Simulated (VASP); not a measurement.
# ZnO (P6_3mc) in VASP: single point with r2SCAN

Aim: the single point of ZnO with r2SCAN.

Everything below comes from runs of VASP 6.6.1. Logs are shortened: lines on timing, memory, paths and dates and some standing lists are left out, and cuts for length are marked.

### 1 The cell of the first run

The structure is hexagonal, space group P6_3mc (No. 186). The conventional cell has a = 3.235 Å, b = 3.235 Å, c = 5.211 Å, α = 90.00°, β = 90.00°, γ = 120.00°. Within 2.6 Å of Zn (site symmetry 3m) lie 4 O at 1.97 to 1.98 Å. O (site symmetry 3m) has 4 Zn at 1.97 to 1.98 Å within 2.6 Å.

### 2 Single point, r2SCAN

File POSCAR:

```
ZnO
1.0
    3.2354261637      0.0000000000      0.0000000000
   -1.6177130819      2.8019612498      0.0000000000
    0.0000000000      0.0000000000      5.2111972763
Zn O
2 2
Direct
    0.3333333333      0.6666666667      0.0034842223
    0.6666666667      0.3333333333      0.5034842223
    0.3333333333      0.6666666667      0.3829457777
    0.6666666667      0.3333333333      0.8829457777
```

File INCAR.step1:

```
ALGO     = Normal         # electronic algorithm
EDIFF    = 1E-4           # SCF threshold, eV
ENCUT    = 520            # plane-wave cutoff, eV
GGA      = PE             # functional
ISMEAR   = 0              # smearing method
LASPH    = True           # aspherical terms in the spheres
LCHARG   = False          # write CHGCAR
LREAL    = False          # projectors in reciprocal space
LWAVE    = True           # write WAVECAR
NBANDS   = 26             # bands
NELM     = 60             # most SCF steps
PREC     = Accurate       # precision mode
SIGMA    = 0.02           # smearing width, eV
```

File INCAR.step2:

```
ALGO     = Normal         # electronic algorithm
EDIFF    = 1E-7           # SCF threshold, eV
ENCUT    = 520            # plane-wave cutoff, eV
ISIF     = 2              # what is computed and relaxed
ISMEAR   = 0              # smearing method
ISTART   = 1            
LASPH    = True           # aspherical terms in the spheres
LCHARG   = False          # write CHGCAR
LMIXTAU  = True         
LREAL    = False          # projectors in reciprocal space
LWAVE    = False          # write WAVECAR
METAGGA  = R2SCAN         # meta-GGA
NBANDS   = 26             # bands
NELM     = 60             # most SCF steps
PREC     = Accurate       # precision mode
SIGMA    = 0.02           # smearing width, eV
```

File KPOINTS:

```
k-points
0
Gamma
  12 12 6
```

Potentials or basis: VASP PAW PBE potentials, release 64 (Zn, O).

The run is started by

```bash
$ cat potpaw_PBE.64/Zn/POTCAR potpaw_PBE.64/O/POTCAR > POTCAR
$ cp INCAR.step1 INCAR
$ mpirun -np 1 vasp_std > vasp.out
$ cp INCAR.step2 INCAR
$ mpirun -np 1 vasp_std > vasp.out
```

OUTCAR:

```text
EDIFF = 1E-7
   ENCUT = 520
   ISIF = 2
   ISMEAR = 0
   ISTART = 1
   LASPH = True
   LREAL = False
   METAGGA = R2SCAN
   NELM = 60
   PREC = Accurate

 ion  position               nearest neighbor table
   1  0.333  0.667  0.003-   4 1.97   4 1.97   4 1.97   3 1.98
   2  0.667  0.333  0.503-   3 1.97   3 1.97   3 1.97   4 1.98
   3  0.333  0.667  0.383-   2 1.97   2 1.97   2 1.97   1 1.98
   4  0.667  0.333  0.883-   1 1.97   1 1.97   1 1.97   2 1.98

  LATTYP: Found a hexagonal cell.
 ALAT       =     3.2354261637
 C/A-ratio  =     1.6106679654

  Lattice vectors:

 A1 = (   3.2354261637,   0.0000000000,   0.0000000000)
 A2 = (  -1.6177130819,   2.8019612498,   0.0000000000)
 A3 = (   0.0000000000,   0.0000000000,   5.2111972763)

Analysis of symmetry for initial positions (statically):
=====================================================================
 Subroutine PRICEL returns:
 Original cell was already a primitive cell.

 Routine SETGRP: Setting up the symmetry group for a
 hexagonal supercell.

 Subroutine GETGRP returns: Found 12 space group operations
 (whereof  6 operations were pure point group operations)
 out of a pool of 24 trial point group operations.

The static configuration has the point symmetry C_3v.
 The point group associated with its full space group is C_6v.

Analysis of symmetry for dynamics (positions and initial velocities):
=====================================================================
 Subroutine PRICEL returns:
 Original cell was already a primitive cell.

 Routine SETGRP: Setting up the symmetry group for a
 hexagonal supercell.

 Subroutine GETGRP returns: Found 12 space group operations
 (whereof  6 operations were pure point group operations)
 out of a pool of 24 trial point group operations.

The dynamic configuration has the point symmetry C_3v.
 The point group associated with its full space group is C_6v.

 Subroutine INISYM returns: Found 12 space group operations
 (whereof  6 operations are pure point group operations),
 and found     1 'primitive' translations

----------------------------------------------------------------------------------------

                                     Primitive cell

  volume of cell :      47.2423

  direct lattice vectors                    reciprocal lattice vectors
     3.235426164  0.000000000  0.000000000     0.309078294  0.178446436  0.000000000
    -1.617713082  2.801961250  0.000000000     0.000000000  0.356892873  0.000000000
     0.000000000  0.000000000  5.211197276     0.000000000  0.000000000  0.191894482

  length of vectors
     3.235426164  3.235426164  5.211197276     0.356892873  0.356892873  0.191894482

  position of ions in fractional coordinates (direct lattice)
     0.333333333  0.666666667  0.003484222
     0.666666667  0.333333333  0.503484222
     0.333333333  0.666666667  0.382945778
     0.666666667  0.333333333  0.882945778

  ion indices of the primitive-cell ions
   primitive index   ion index
                 1           1
                 2           2
                 3           3
                 4           4

----------------------------------------------------------------------------------------

 KPOINTS: k-points

Automatic generation of k-mesh.
 Grid dimensions read from file:
 generate k-points for:   12   12    6

 Generating k-lattice:

  Cartesian coordinates                     Fractional coordinates (reciprocal lattice)
     0.025756525  0.014870536  0.000000000     0.083333333 -0.000000000  0.000000000
     0.000000000  0.029741073  0.000000000     0.000000000  0.083333333  0.000000000
     0.000000000  0.000000000  0.031982414     0.000000000  0.000000000  0.166666667

  Length of vectors
     0.029741073  0.029741073  0.031982414

  Shift w.r.t. Gamma in fractional coordinates (k-lattice)
     0.000000000  0.000000000  0.000000000

 Subroutine IBZKPT returns following result:
 ===========================================

 Found     76 irreducible k-points:

 Following reciprocal coordinates:
            Coordinates               Weight
  0.000000  0.000000  0.000000      1.000000
  0.083333  0.000000  0.000000      6.000000
  0.166667  0.000000  0.000000      6.000000
  0.250000  0.000000  0.000000      6.000000
  0.333333 -0.000000  0.000000      6.000000
  0.416667  0.000000  0.000000      6.000000
[... 16 lines left out ...]
  0.250000  0.000000  0.166667     12.000000
  0.333333 -0.000000  0.166667     12.000000
 [... further k-points ...]
   k-points           NKPTS =     76   k-points in BZ     NKDIM =     76   number of bands    NBANDS=     26
   number of dos      NEDOS =    301   number of ions     NIONS =      4
   total plane-waves  NPLWV =  23040
   dimension x,y,z NGX =    24 NGY =   24 NGZ =   40
   dimension x,y,z NGXF=    48 NGYF=   48 NGZF=   80
   ions per type =               2   2
   NGX,Y,Z   is equivalent  to a cutoff of  12.33, 12.33, 12.76 a.u.
   NGXF,Y,Z  is equivalent  to a cutoff of  24.66, 24.66, 25.52 a.u.
 SYSTEM =  unknown system
   PREC   = accura    normal or accurate (medium, high low for compatibility)
   ISTART =      1    job   : 0-new  1-cont  2-samecut
   ICHARG =      0    charge: 1-file 2-atom 10-const
   ISPIN  =      1    spin polarized calculation?
   LNONCOLLINEAR =      F non collinear calculations
   LSORBIT =      F    spin-orbit coupling
   LASPH  =      T    aspherical Exc in radial PAW
   ENCUT  =  520.0 eV  38.22 Ry    6.18 a.u.   6.02  6.02  9.69*2*pi/ulx,y,z
   NELM   =     60;   NELMIN=  2; NELMDL=  0     # of ELM steps
   EDIFF  = 0.1E-06   stopping-criterion for ELM
   LREAL  =      F    real-space projection
   EDIFFG = 0.1E-05   stopping-criterion for IOM
   NSW    =      0    number of steps for IOM
   IBRION =     -1    ionic relax: 0-MD 1-quasi-New 2-CG
   NFREE  =      0    steps in history (QN), initial steepest desc. (CG)
   ISIF   =      2    stress and relaxation
   ISYM   =      2    0-nonsym 1-usesym 2-fastsym
   POTIM  = 0.5000    time-step for ionic-motion
   TEBEG  =    0.0;   TEEND  =   0.0 temperature during run
   PSTRESS=    0.0 pullay stress
   NELECT =      36.0000    total number of electrons
   NUPDOWN=      -1.0000    fix difference up-down
   EMIN   =  10.00;   EMAX   =-10.00  energy-range for DOS
   EFERMI =   0.00;   METHOD = LEGACY
   ISMEAR =     0;   SIGMA  =   0.02  broadening in eV -4-tet -1-fermi 0-gaus
   EFERMI_NEDOS =   21; number of points for ismear=-14 and -15
   IALGO  =     38    algorithm
   IMIX   =      4    mixing-type and parameters
     AMIX     =   0.40;   BMIX     =  1.00
     AMIX_MAG =   1.60;   BMIX_MAG =  1.00
  volume/ion in A,a.u.               =      11.81        79.70
  Fermi-wavevector in a.u.,A,eV,Ry     =   1.495312  2.825731 30.422074  2.235959
  Thomas-Fermi vector in A             =   2.607473
   LORBIT       =      0    0 simple, 1 ext, 2 COOP (PROOUT), +10 PAW based schemes
   METAGGA = R2SCAN    functional components
   LHFCALC =     F    Hartree Fock is set to
   AEXX    =    0.0000 exact exchange contribution
   IVDW    =     0    specifies the selected vdW correction
   LEPSILON=     F    determine dielectric tensor
   LRPA    =     F    only Hartree local field effects (RPA)
 non-spin polarized calculation
 Gauss-broadening in eV      SIGMA  =   0.02
  energy-cutoff  :      520.00
  volume of cell :       47.24
 maximum number of plane-waves:      1296
   NGX = 13   NGY = 13   NGZ = 19

 number of electron      36.0000046 magnetization

 Free energy of the ion-electron system (eV)
  ---------------------------------------------------
  ext. energy  EPLUGINS =         0.00000000
  ---------------------------------------------------
  free energy    TOTEN  =       -36.31598430 eV

  energy without entropy =      -36.31598430  energy(sigma->0) =      -36.31598430

 E-fermi :   1.0275     XC(G=0): -11.7058

 val. band max:        0.9174544641   @ k =   0.0000   0.0000   0.0000
 cond. band min:       2.1522582324   @ k =   0.0000   0.0000   0.0000
 fundamental gap:      1.2348037683
 Fermi energy:         1.0274723923

 k-point     1 :       0.0000    0.0000    0.0000
  band No.  band energies     occupation
      1     -18.2269      2.00000
      2     -17.5307      2.00000
      3      -4.9390      2.00000
      4      -4.9390      2.00000
      5      -4.8856      2.00000
      6      -4.8368      2.00000
[... 18 lines left out ...]
     25      16.0364      0.00000
     26      16.0366      0.00000

 k-point     2 :       0.0833    0.0000    0.0000
  band No.  band energies     occupation
      1     -18.1898      2.00000
      2     -17.5141      2.00000
      3      -4.9829      2.00000
      4      -4.9154      2.00000
      5      -4.8592      2.00000
      6      -4.7906      2.00000
[... 18 lines left out ...]
     25      15.9831      0.00000
     26      16.1374      0.00000

 k-point     3 :       0.1667    0.0000    0.0000
  band No.  band energies     occupation
      1     -18.0853      2.00000
      2     -17.4699      2.00000
      3      -5.0833      2.00000
      4      -4.8529      2.00000
      5      -4.8216      2.00000
      6      -4.7460      2.00000
[... 18 lines left out ...]
     25      15.8384      0.00000
     26      16.2240      0.00000

 k-point     4 :       0.2500    0.0000    0.0000
  band No.  band energies     occupation
      1     -17.9337      2.00000
      2     -17.4139      2.00000
      3      -5.1836      2.00000
      4      -4.8383      2.00000
      5      -4.7748      2.00000
      6      -4.6468      2.00000
[... 18 lines left out ...]
     25      15.1786      0.00000
     26      16.0358      0.00000

 k-point     5 :       0.3333   -0.0000    0.0000
  band No.  band energies     occupation
      1     -17.7671      2.00000
      2     -17.3683      2.00000
      3      -5.2275      2.00000
      4      -4.8705      2.00000
      5      -4.7090      2.00000
      6      -4.5043      2.00000
[... 18 lines left out ...]
     25      15.1825      0.00000
     26      15.9595      0.00000

 k-point     6 :       0.4167    0.0000    0.0000
  band No.  band energies     occupation
      1     -17.6266      2.00000
      2     -17.3502      2.00000
      3      -5.1952      2.00000
      4      -4.9074      2.00000
      5      -4.6705      2.00000
      6      -4.3546      2.00000
[... 427 lines left out ...]
 k-point    21 :       0.0833    0.0000    0.1667
  band No.  band energies     occupation
      1     -18.1465      2.00000
      2     -17.5612      2.00000
      3      -5.0072      2.00000
      4      -4.9323      2.00000
      5      -4.9067      2.00000
      6      -4.8724      2.00000
[... 18 lines left out ...]
     25      15.3017      0.00000
     26      15.8933      0.00000

 k-point    22 :       0.1667    0.0000    0.1667
  band No.  band energies     occupation
      1     -18.0453      2.00000
      2     -17.5121      2.00000
      3      -5.1125      2.00000
      4      -4.9175      2.00000
      5      -4.8419      2.00000
      6      -4.7854      2.00000
[... 18 lines left out ...]
     25      14.9903      0.00000
     26      15.9843      0.00000

 k-point    23 :       0.2500    0.0000    0.1667
  band No.  band energies     occupation
      1     -17.8990      2.00000
      2     -17.4488      2.00000
      3      -5.2125      2.00000
      4      -4.9359      2.00000
      5      -4.7595      2.00000
      6      -4.6701      2.00000
[... 18 lines left out ...]
     25      15.1747      0.00000
     26      15.8999      0.00000

 k-point    24 :       0.3333   -0.0000    0.1667
  band No.  band energies     occupation
      1     -17.7395      2.00000
      2     -17.3940      2.00000
      3      -5.2591      2.00000
      4      -4.9674      2.00000
      5      -4.6877      2.00000
      6      -4.5304      2.00000
[... 18 lines left out ...]
     25      15.2051      0.00000
     26      15.8824      0.00000

 [... further k-points ...]

------------------------ aborting loop because EDIFF is reached ----------------------------------------

  FORCE on cell =-STRESS in cart. coord.  units (eV):
  Direction    XX          YY          ZZ          XY          YZ          ZX
  --------------------------------------------------------------------------------------
  -------------------------------------------------------------------------------------
  Total        0.2612592      0.2612592      0.3056916     -0.0000000      0.0000000      0.0000000
  in kB        8.8603526      8.8603526     10.3672348     -0.0000000      0.0000000      0.0000000
  external PRESSURE =       9.3626467 kB  Pullay stress =       0.0000000 kB

 VOLUME and BASIS-vectors are now :
 -----------------------------------------------------------------------------
  energy-cutoff  :      520.00
  volume of cell :       47.24
      direct lattice vectors                 reciprocal lattice vectors
     3.235426164  0.000000000  0.000000000     0.309078294  0.178446436  0.000000000
    -1.617713082  2.801961250  0.000000000     0.000000000  0.356892873  0.000000000
     0.000000000  0.000000000  5.211197276     0.000000000  0.000000000  0.191894482

 POSITION                                       TOTAL-FORCE (eV/Angst)
 -----------------------------------------------------------------------------------
     -0.00000      1.86797      0.01816         0.000000     -0.000000     -0.008043
      1.61771      0.93399      2.62376        -0.000000      0.000000     -0.008043
     -0.00000      1.86797      1.99561        -0.000000      0.000000      0.008043
      1.61771      0.93399      4.60120         0.000000      0.000000      0.008043
 -----------------------------------------------------------------------------------
    total drift:                               -0.000000     -0.000000     -0.032667

  FREE ENERGIE OF THE ION-ELECTRON SYSTEM (eV)
  ---------------------------------------------------
  free  energy   TOTEN  =       -36.3159843027 eV

  energy  without entropy=      -36.3159843027  energy(sigma->0) =      -36.31598430
```

Run time: 3.5 min. Hardware: 1 thread of Intel Xeon 8259CL, shared host; peak memory 0.22 GiB.

What came out:

```
Free energy            : -36.3160 eV
Pressure               : 0.9 GPa
Largest force          : 0.008 eV/Å
Band gap on the k mesh : 1.23 eV
```

Forces in eV/Å, atoms in the order of the input:
```
Zn   0.000  0.000 -0.008
Zn   0.000  0.000 -0.008
O    0.000  0.000  0.008
O    0.000  0.000  0.008
```

Stress tensor (GPa, compression positive):
```
0.89 0.00 0.00
0.00 0.89 0.00
0.00 0.00 1.04
```

Levels at points of the mesh, in eV from the valence-band top:
| k point | band 15 | band 16 | band 17 | band 18 | band 19 | band 20 | band 21 | band 22 |
| --- | --- | --- | --- | --- | --- | --- | --- | --- |
| (0.00, 0.00, 0.00) | -0.82 | -0.09 | 0.00 | 0.00 | 1.23 | 5.87 | 8.83 | 13.73 |
| (0.50, 0.00, 0.00) | -2.87 | -2.34 | -1.31 | -0.87 | 6.43 | 7.36 | 8.08 | 9.32 |
| (0.00, 0.00, 0.50) | -0.40 | -0.40 | -0.40 | -0.40 | 3.94 | 3.94 | 10.83 | 10.83 |
| (0.50, 0.00, 0.50) | -1.55 | -1.55 | -1.41 | -1.41 | 6.25 | 6.25 | 9.18 | 9.18 |

Caveat: the PAW data sets were made with another functional, which shifts forces and pressure a little.
